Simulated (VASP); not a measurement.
# NaGeCl3 in VASP: settings compared

The runs below take NaGeCl3 through single point, with r2SCAN, PBE.

Everything below comes from runs of VASP 6.6.1. Logs are shortened: lines on timing, memory, paths and dates and some standing lists are left out, and cuts for length are marked.

**1. The cell of the first run**

The structure is cubic, space group Pm-3m (No. 221). Conventional cell: a = 5.399 Å, b = 5.399 Å, c = 5.399 Å, α = 90.00°, β = 90.00°, γ = 90.00°. Na (site symmetry m-3m) has 12 Cl at 3.82 Å and 8 Ge at 4.68 Å within 5.0 Å. Within 3.6 Å of Ge (site symmetry m-3m) lie 6 Cl at 2.70 Å. Within 3.6 Å of Cl (site symmetry 4/mmm) lie 2 Ge at 2.70 Å.

**2. Single point, r2SCAN (strain +4.0%)**

POSCAR

```
NaGeCl3
1.0
    5.3985052642      0.0000000000      0.0000000000
    0.0000000000      5.3985052642      0.0000000000
    0.0000000000      0.0000000000      5.3985052642
Na Ge Cl
1 1 3
Direct
    0.0000000000      0.0000000000      0.0000000000
    0.5000000000      0.5000000000      0.5000000000
    0.5000000000      0.5000000000      0.0000000000
    0.5000000000      0.0000000000      0.5000000000
    0.0000000000      0.5000000000      0.5000000000
```

INCAR.step1

```
SYSTEM = NaGeCl3
ALGO = Normal
EDIFF = 1E-4
ENCUT = 520
GGA = PE
ISMEAR = 0
LASPH = .TRUE.
LCHARG = .FALSE.
LREAL = .FALSE.
LWAVE = .TRUE.
NBANDS = 29
NELM = 60
PREC = Accurate
SIGMA = 0.01
```

INCAR.step2

```
SYSTEM = NaGeCl3
ALGO = Normal
EDIFF = 1E-7
ENCUT = 520
ISIF = 2
ISMEAR = 0
ISTART = 1
LASPH = .TRUE.
LCHARG = .FALSE.
LMIXTAU = .TRUE.
LREAL = .FALSE.
LWAVE = .FALSE.
METAGGA = R2SCAN
NBANDS = 29
NELM = 60
PREC = Accurate
SIGMA = 0.01
```

KPOINTS

```
k-points
0
G
  6 6 6
  0 0 0
```

Potentials or basis: VASP PAW PBE potentials, release 64 (Na_pv, Ge_d, Cl).

Run with:

```sh
$ cat potpaw_PBE.64/Na_pv/POTCAR potpaw_PBE.64/Ge_d/POTCAR potpaw_PBE.64/Cl/POTCAR > POTCAR
$ cp INCAR.step1 INCAR
$ mpirun -np 1 vasp_std > vasp.out
$ cp INCAR.step2 INCAR
$ mpirun -np 1 vasp_std > vasp.out
```

OUTCAR:

```text
SYSTEM = NaGeCl3
   EDIFF = 1E-7
   ENCUT = 520
   ISIF = 2
   ISMEAR = 0
   ISTART = 1
   LASPH = .TRUE.
   LREAL = .FALSE.
   METAGGA = R2SCAN
   NELM = 60
   PREC = Accurate

 ion  position               nearest neighbor table
   1  0.000  0.000  0.000-
   2  0.500  0.500  0.500-   3 2.70   4 2.70   5 2.70   3 2.70   4 2.70   5 2.70
   3  0.500  0.500  0.000-   2 2.70   2 2.70
   4  0.500  0.000  0.500-   2 2.70   2 2.70
   5  0.000  0.500  0.500-   2 2.70   2 2.70

  LATTYP: Found a simple cubic cell.
 ALAT       =     5.3985052642

  Lattice vectors:

 A1 = (   5.3985052642,   0.0000000000,   0.0000000000)
 A2 = (   0.0000000000,   5.3985052642,   0.0000000000)
 A3 = (   0.0000000000,   0.0000000000,   5.3985052642)

Analysis of symmetry for initial positions (statically):
=====================================================================
 Subroutine PRICEL returns:
 Original cell was already a primitive cell.

 Routine SETGRP: Setting up the symmetry group for a
 simple cubic supercell.

 Subroutine GETGRP returns: Found 48 space group operations
 (whereof 48 operations were pure point group operations)
 out of a pool of 48 trial point group operations.

The static configuration has the point symmetry O_h .

Analysis of symmetry for dynamics (positions and initial velocities):
=====================================================================
 Subroutine PRICEL returns:
 Original cell was already a primitive cell.

 Routine SETGRP: Setting up the symmetry group for a
 simple cubic supercell.

 Subroutine GETGRP returns: Found 48 space group operations
 (whereof 48 operations were pure point group operations)
 out of a pool of 48 trial point group operations.

The dynamic configuration has the point symmetry O_h .

 Subroutine INISYM returns: Found 48 space group operations
 (whereof 48 operations are pure point group operations),
 and found     1 'primitive' translations

----------------------------------------------------------------------------------------

                                     Primitive cell

  volume of cell :     157.3333

  direct lattice vectors                    reciprocal lattice vectors
     5.398505264  0.000000000  0.000000000     0.185236459  0.000000000  0.000000000
     0.000000000  5.398505264  0.000000000     0.000000000  0.185236459  0.000000000
     0.000000000  0.000000000  5.398505264     0.000000000  0.000000000  0.185236459

  length of vectors
     5.398505264  5.398505264  5.398505264     0.185236459  0.185236459  0.185236459

  position of ions in fractional coordinates (direct lattice)
     0.000000000  0.000000000  0.000000000
     0.500000000  0.500000000  0.500000000
     0.500000000  0.500000000  0.000000000
     0.500000000  0.000000000  0.500000000
     0.000000000  0.500000000  0.500000000

  ion indices of the primitive-cell ions
   primitive index   ion index
                 1           1
                 2           2
                 3           3
                 4           4
                 5           5

----------------------------------------------------------------------------------------

 KPOINTS: k-points

Automatic generation of k-mesh.
 Grid dimensions read from file:
 generate k-points for:    6    6    6

 Generating k-lattice:

  Cartesian coordinates                     Fractional coordinates (reciprocal lattice)
     0.030872743  0.000000000  0.000000000     0.166666667  0.000000000  0.000000000
     0.000000000  0.030872743  0.000000000     0.000000000  0.166666667  0.000000000
     0.000000000  0.000000000  0.030872743     0.000000000  0.000000000  0.166666667

  Length of vectors
     0.030872743  0.030872743  0.030872743

  Shift w.r.t. Gamma in fractional coordinates (k-lattice)
     0.000000000  0.000000000  0.000000000

 Subroutine IBZKPT returns following result:
 ===========================================

 Found     20 irreducible k-points:

 Following reciprocal coordinates:
            Coordinates               Weight
  0.000000  0.000000  0.000000      1.000000
  0.166667  0.000000  0.000000      6.000000
  0.333333  0.000000  0.000000      6.000000
  0.500000  0.000000  0.000000      3.000000
  0.166667  0.166667  0.000000     12.000000
  0.333333  0.166667  0.000000     24.000000
[... 12 lines left out ...]
  0.500000  0.500000  0.333333      6.000000
  0.500000  0.500000  0.500000      1.000000
   k-points           NKPTS =     20   k-points in BZ     NKDIM =     20   number of bands    NBANDS=     29
   number of dos      NEDOS =    301   number of ions     NIONS =      5
   total plane-waves  NPLWV =  64000
   dimension x,y,z NGX =    40 NGY =   40 NGZ =   40
   dimension x,y,z NGXF=    80 NGYF=   80 NGZF=   80
   ions per type =               1   1   3
   NGX,Y,Z   is equivalent  to a cutoff of  12.32, 12.32, 12.32 a.u.
   NGXF,Y,Z  is equivalent  to a cutoff of  24.64, 24.64, 24.64 a.u.
 SYSTEM =  NaGeCl3
   PREC   = accura    normal or accurate (medium, high low for compatibility)
   ISTART =      1    job   : 0-new  1-cont  2-samecut
   ICHARG =      0    charge: 1-file 2-atom 10-const
   ISPIN  =      1    spin polarized calculation?
   LNONCOLLINEAR =      F non collinear calculations
   LSORBIT =      F    spin-orbit coupling
   LASPH  =      T    aspherical Exc in radial PAW
   ENCUT  =  520.0 eV  38.22 Ry    6.18 a.u.  10.04 10.04 10.04*2*pi/ulx,y,z
   NELM   =     60;   NELMIN=  2; NELMDL=  0     # of ELM steps
   EDIFF  = 0.1E-06   stopping-criterion for ELM
   LREAL  =      F    real-space projection
   EDIFFG = 0.1E-05   stopping-criterion for IOM
   NSW    =      0    number of steps for IOM
   IBRION =     -1    ionic relax: 0-MD 1-quasi-New 2-CG
   NFREE  =      0    steps in history (QN), initial steepest desc. (CG)
   ISIF   =      2    stress and relaxation
   ISYM   =      2    0-nonsym 1-usesym 2-fastsym
   POTIM  = 0.5000    time-step for ionic-motion
   TEBEG  =    0.0;   TEEND  =   0.0 temperature during run
   PSTRESS=    0.0 pullay stress
   NELECT =      42.0000    total number of electrons
   NUPDOWN=      -1.0000    fix difference up-down
   EMIN   =  10.00;   EMAX   =-10.00  energy-range for DOS
   EFERMI =   0.00;   METHOD = LEGACY
   ISMEAR =     0;   SIGMA  =   0.01  broadening in eV -4-tet -1-fermi 0-gaus
   EFERMI_NEDOS =   21; number of points for ismear=-14 and -15
   IALGO  =     38    algorithm
   IMIX   =      4    mixing-type and parameters
     AMIX     =   0.40;   BMIX     =  1.00
     AMIX_MAG =   1.60;   BMIX_MAG =  1.00
  volume/ion in A,a.u.               =      31.47       212.35
  Fermi-wavevector in a.u.,A,eV,Ry     =   1.054106  1.991972 15.117978  1.111140
  Thomas-Fermi vector in A             =   2.189254
   LORBIT       =      0    0 simple, 1 ext, 2 COOP (PROOUT), +10 PAW based schemes
   METAGGA = R2SCAN    functional components
   LHFCALC =     F    Hartree Fock is set to
   AEXX    =    0.0000 exact exchange contribution
   IVDW    =     0    specifies the selected vdW correction
   LEPSILON=     F    determine dielectric tensor
   LRPA    =     F    only Hartree local field effects (RPA)
 non-spin polarized calculation
 Gauss-broadening in eV      SIGMA  =   0.01
  energy-cutoff  :      520.00
  volume of cell :      157.33
 maximum number of plane-waves:      4272
   NGX = 21   NGY = 21   NGZ = 21

 number of electron      41.9999950 magnetization

 Free energy of the ion-electron system (eV)
  ---------------------------------------------------
  ext. energy  EPLUGINS =         0.00000000
  ---------------------------------------------------
  free energy    TOTEN  =       -41.30752840 eV

  energy without entropy =      -41.30752840  energy(sigma->0) =      -41.30752840

 E-fermi :   0.8276     XC(G=0):  -7.6878

 val. band max:        0.7711309719   @ k =   0.5000   0.5000   0.5000
 cond. band min:       2.1787302465   @ k =   0.5000   0.5000   0.5000
 fundamental gap:      1.4075992747
 Fermi energy:         0.8276201667

 k-point     1 :       0.0000    0.0000    0.0000
  band No.  band energies     occupation
      1     -25.2288      2.00000
      2     -25.2288      2.00000
      3     -25.2288      2.00000
      4     -25.1971      2.00000
      5     -25.1971      2.00000
      6     -25.1850      2.00000
[... 21 lines left out ...]
     28       7.5641      0.00000
     29       7.5641      0.00000

 k-point     2 :       0.1667    0.0000    0.0000
  band No.  band energies     occupation
      1     -25.2289      2.00000
      2     -25.2288      2.00000
      3     -25.2288      2.00000
      4     -25.1971      2.00000
      5     -25.1967      2.00000
      6     -25.1850      2.00000
[... 21 lines left out ...]
     28       7.6612      0.00000
     29       7.7316      0.00000

 k-point     3 :       0.3333    0.0000    0.0000
  band No.  band energies     occupation
      1     -25.2289      2.00000
      2     -25.2288      2.00000
      3     -25.2288      2.00000
      4     -25.1971      2.00000
      5     -25.1959      2.00000
      6     -25.1851      2.00000
[... 21 lines left out ...]
     28       7.7583      0.00000
     29       7.9029      0.00000

 k-point     4 :       0.5000    0.0000    0.0000
  band No.  band energies     occupation
      1     -25.2290      2.00000
      2     -25.2288      2.00000
      3     -25.2288      2.00000
      4     -25.1971      2.00000
      5     -25.1955      2.00000
      6     -25.1851      2.00000
[... 21 lines left out ...]
     28       7.7066      0.00000
     29       8.0659      0.00000

 k-point     5 :       0.1667    0.1667    0.0000
  band No.  band energies     occupation
      1     -25.2289      2.00000
      2     -25.2289      2.00000
      3     -25.2288      2.00000
      4     -25.1969      2.00000
      5     -25.1965      2.00000
      6     -25.1850      2.00000
[... 21 lines left out ...]
     28       7.6917      0.00000
     29       7.8722      0.00000
[... 382 lines left out ...]
     28       7.5650      0.00000
     29       9.3511      0.00000

 k-point    18 :       0.5000    0.3333    0.3333
  band No.  band energies     occupation
      1     -25.2289      2.00000
      2     -25.2289      2.00000
      3     -25.2289      2.00000
      4     -25.1953      2.00000
      5     -25.1949      2.00000
      6     -25.1851      2.00000
[... 21 lines left out ...]
     28       7.9312      0.00000
     29       9.4225      0.00000

 k-point    19 :       0.5000    0.5000    0.3333
  band No.  band energies     occupation
      1     -25.2289      2.00000
      2     -25.2289      2.00000
      3     -25.2289      2.00000
      4     -25.1951      2.00000
      5     -25.1947      2.00000
      6     -25.1851      2.00000
[... 21 lines left out ...]
     28       7.8782      0.00000
     29       9.1476      0.00000

 k-point    20 :       0.5000    0.5000    0.5000
  band No.  band energies     occupation
      1     -25.2289      2.00000
      2     -25.2289      2.00000
      3     -25.2289      2.00000
      4     -25.1947      2.00000
      5     -25.1947      2.00000
      6     -25.1851      2.00000
[... 21 lines left out ...]
     28       8.0110      0.00000
     29       8.9823      0.00000

------------------------ aborting loop because EDIFF is reached ----------------------------------------

  FORCE on cell =-STRESS in cart. coord.  units (eV):
  Direction    XX          YY          ZZ          XY          YZ          ZX
  --------------------------------------------------------------------------------------
  -------------------------------------------------------------------------------------
  Total       -2.8602603     -2.8602603     -2.8602603     -0.0000000      0.0000000     -0.0000000
  in kB      -29.1269867    -29.1269867    -29.1269867     -0.0000000      0.0000000     -0.0000000
  external PRESSURE =     -29.1269867 kB  Pullay stress =       0.0000000 kB

 VOLUME and BASIS-vectors are now :
 -----------------------------------------------------------------------------
  energy-cutoff  :      520.00
  volume of cell :      157.33
      direct lattice vectors                 reciprocal lattice vectors
     5.398505264  0.000000000  0.000000000     0.185236459  0.000000000  0.000000000
     0.000000000  5.398505264  0.000000000     0.000000000  0.185236459  0.000000000
     0.000000000  0.000000000  5.398505264     0.000000000  0.000000000  0.185236459

 POSITION                                       TOTAL-FORCE (eV/Angst)
 -----------------------------------------------------------------------------------
      0.00000      0.00000      0.00000         0.000000      0.000000      0.000000
      2.69925      2.69925      2.69925         0.000000      0.000000      0.000000
      2.69925      2.69925      0.00000         0.000000      0.000000      0.000000
      2.69925      0.00000      2.69925         0.000000      0.000000      0.000000
      0.00000      2.69925      2.69925         0.000000      0.000000      0.000000
 -----------------------------------------------------------------------------------
    total drift:                               -0.000000      0.000000     -0.000000

  FREE ENERGIE OF THE ION-ELECTRON SYSTEM (eV)
  ---------------------------------------------------
  free  energy   TOTEN  =       -41.3075284023 eV

  energy  without entropy=      -41.3075284023  energy(sigma->0) =      -41.30752840
```

It took 3.2 min on 1 thread of Intel Xeon Platinum 8488C (Sapphire Rapids), shared host; peak memory 0.3 GiB.

Results:

```yaml
Free_energy: -41.3075 eV
Pressure: -2.9 GPa
Band_gap_on_the_k_mesh: 1.41 eV
```

Caveat: the cell differs from its parent crystal (strain +4.0%); the PAW data sets were made with another functional, which shifts forces and pressure a little. A k mesh can miss the band edges.

(Continued in part 2 of 2.)
